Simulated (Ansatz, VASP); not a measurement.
# Sr2TeO in VASP and in Ansatz

```
O Te Sr
1.0
     2.03311    1.17382    6.94890
    -2.03311    1.17382    6.94890
     0.00000   -2.34763    6.94890
O Te Sr
1 1 2
Cartesian
  2.0331 1.1738 6.9489
  0.0000 0.0000 10.4233
  0.0000 0.0000 5.5803
  0.0000 0.0000 15.2664
```

Alike in both runs: task single point; functional PBE; k mesh 6 × 6 × 6; no spin polarisation.

|  | VASP | Ansatz |
| --- | --- | --- |
| version | VASP 6.6.1 | Ansatz 0.2.0 |
| potentials or method | VASP PAW PBE potentials, release 64 (O, Te, Sr_sv) | plane waves, PAW |
| plane-wave cutoff (eV) | 520 | 420 |
| occupations | gaussian, width 0.01 eV | fixed |
| valence electrons in the cell | 32 | 42 |

VASP gave:

| Quantity | Value |
| --- | --- |
| gap on the k mesh at the Fermi level (eV) | 0.94 |
| pressure (GPa) | 3.7 |
| traceless stress, the component that is largest in VASP (GPa) | 0.24 |
| rms of the force components (eV/Å) | 0.067 |

What did Ansatz give for the same quantities?

gap on the k mesh at the Fermi level (eV): 0.97; pressure (GPa): 3.4; traceless stress, the component that is largest in VASP (GPa): 0.23; rms of the force components (eV/Å): 0.067.

Atom by atom the forces differ by 0.000 eV/Å (rms over components). VASP's potentials hold 32 valence electrons a cell and Ansatz's 42, so a difference there can come from the potentials and not from the codes.

Neither program's run includes spin-orbit coupling.
